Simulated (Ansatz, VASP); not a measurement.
Bi in VASP and in Ansatz

```
CELL_PARAMETERS angstrom
-2.04729 2.04729 2.04729
2.04729 -2.04729 2.04729
2.04729 2.04729 -2.04729
ATOMIC_POSITIONS crystal
Bi 0.00000 0.00000 0.00000
```

Alike in both runs: task single point; functional PBE; k mesh 6 × 6 × 6; occupations gaussian, width 0.05 eV; no spin polarisation.

```csv
,VASP,Ansatz
version,VASP 6.6.1,Ansatz 0.2.0
potentials or method,"VASP PAW PBE potentials, release 64 (Bi_d), cutoff 500 eV","scalar-relativistic, plane waves, PAW"
valence electrons in the cell,15,15
```

|  | VASP | Ansatz | Ansatz less VASP |
| --- | --- | --- | --- |
| gap on the k mesh at the Fermi level (eV) | none | none | - |
| pressure (GPa) | -3.5 | -3.5 | +0.06 |

A gap of «none» marks a metal or a gap that the smearing closes. With one functional, cell and mesh, what is left measures potentials, basis and numerics.

The k mesh is coarse, so the values compare programs but aren't converged. Spin-orbit coupling is off throughout.
